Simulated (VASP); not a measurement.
A run of VASP 6.6.1:

Contents of POSCAR:

```
CrCuO2
1.0
    1.4908251679      0.8607283120      5.6707465971
   -1.4908251679      0.8607283120      5.6707465971
    0.0000000000     -1.7214566240      5.6707465971
Cr Cu O
1 1 2
Direct
    0.5000000000      0.5000000000      0.5000000000
    0.0000000000      0.0000000000      0.0000000000
    0.1079630435      0.1079630435      0.1079630435
    0.8920369565      0.8920369565      0.8920369565
```

File INCAR.step1:

```
PREC = Accurate
ENCUT = 660
ISMEAR = 0
SIGMA = 0.05
LREAL = False
LASPH = True
NELM = 200
ISPIN = 2
MAGMOM = 4 -1 0 0
LMAXMIX = 4
NBANDS = 30
GGA = PE
ALGO = Normal
EDIFF = 1E-5
LWAVE = True
LCHARG = False
GGA_COMPAT = False
```

The input INCAR.step2:

```
PREC = Accurate
ENCUT = 660
EDIFF = 1E-6
ISMEAR = 0
SIGMA = 0.05
LREAL = False
LASPH = True
NELM = 200
ALGO = Normal
ISIF = 2
LWAVE = False
LCHARG = True
ISPIN = 2
MAGMOM = 4 -1 0 0
LORBIT = 11
LMAXMIX = 4
METAGGA = R2SCAN
LMIXTAU = True
LELF = True
LVHAR = True
NBANDS = 30
ISTART = 1
GGA_COMPAT = False
```

Contents of KPOINTS:

```
regular mesh
0
Gamma
  10 10 10
```

Potentials or basis: VASP PAW PBE potentials, release 64 (Cr_pv, Cu, O).

Launch:

```sh
$ cat potpaw_PBE.64/Cr_pv/POTCAR potpaw_PBE.64/Cu/POTCAR potpaw_PBE.64/O/POTCAR > POTCAR
$ cp INCAR.step1 INCAR
$ mpirun -np 1 vasp_std > vasp.out
$ cp INCAR.step2 INCAR
$ mpirun -np 1 vasp_std > vasp.out
```

Hardware: 1 thread of Intel(R) Xeon(R) Platinum 8259CL CPU @ 2.50GHz (Skylake/Cascade Lake), with other jobs on the host.

**Question.** Estimate the wall time of this run.

**Answer.** Run time: 80 min on 1 thread of Intel(R) Xeon(R) Platinum 8259CL CPU @ 2.50GHz (Skylake/Cascade Lake), with other jobs on the host, peak memory 0.72 GiB. Counts: k points 116.
